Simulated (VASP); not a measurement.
**GeCl3: single point with PBE**

Crystal: GeCl3.

```
Ge Cl
1.0
    -3.10854    3.10854    2.58358
     3.10854   -3.10854    2.58358
     3.10854    3.10854   -2.58358
Ge Cl
1 3
Cartesian
  0.0000 0.0000 2.5836
  0.0000 3.1085 1.2918
  3.1085 0.0000 1.2918
  0.0000 0.0000 0.0000
```

The cell was generated, and may not be a known phase.

* Program: VASP 6.6.1
* Task: single point
* Functional: PBE
* Potentials or basis: VASP PAW PBE potentials, release 64 (Ge_d, Cl)
* Cutoff: 520 eV
* k mesh: 4 × 4 × 4
* Occupations: gaussian, width 0.1 eV
* Spin: no spin polarisation

The pressure is -0.2 GPa and the band gap on the k mesh is zero (an odd number of electrons rules out a gap without spin polarisation).

Levels at points of the mesh, in eV from the Fermi level:
| k point | band 15 | band 16 | band 17 | band 18 | band 19 | band 20 |
| --- | --- | --- | --- | --- | --- | --- |
| (0.00, 0.00, 0.00) | -2.06 | -1.75 | -1.75 | 1.30 | 1.30 | 1.39 |
| (0.50, 0.00, 0.00) | -2.61 | -2.08 | -1.39 | -1.17 | 0.58 | 1.66 |
| (0.50, 0.50, 0.00) | -2.56 | -1.63 | -1.56 | 1.22 | 1.36 | 1.42 |
| (0.50, 0.50, 0.50) | -1.71 | -1.38 | -1.38 | 1.43 | 1.94 | 1.94 |

It took 70 s on 1 thread of Oxide Virtual Turin-like Processor (shared host), peak memory 0.2 GiB.

Caveat: the k points lie up to 0.40 Å⁻¹ apart, too coarse for converged energies and pressures of a metal; an odd number of electrons without spin polarisation forces a metal; a magnetic or distorted state may lie lower.
